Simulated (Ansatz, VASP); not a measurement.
## One calculation of PbSe, two programs

```
CELL_PARAMETERS angstrom
0.00000 3.06065 3.06065
3.06065 0.00000 3.06065
3.06065 3.06065 0.00000
ATOMIC_POSITIONS crystal
Pb 0.00000 0.00000 0.00000
Se 0.50000 0.50000 0.50000
```

Alike in both runs: task single point; functional r2SCAN; k mesh 5 × 5 × 5; no spin polarisation.

```csv
,VASP,Ansatz
version,VASP 6.6.1,Ansatz 0.2.0
potentials or method,"VASP PAW PBE potentials, release 64 (Pb_d, Se)","plane waves, PAW"
plane-wave cutoff (eV),550,500
occupations,"gaussian, width 0.01 eV",fixed
valence electrons in the cell,20,30
```

|  | VASP | Ansatz | Ansatz less VASP |
| --- | --- | --- | --- |
| pressure (GPa) | 1.4 | 1.4 | -0.04 |

VASP's potentials were made for PBE, not for r2SCAN. VASP's potentials hold 20 valence electrons a cell and Ansatz's 30, so a difference there can come from the potentials and not from the codes.

Neither program's run includes spin-orbit coupling.
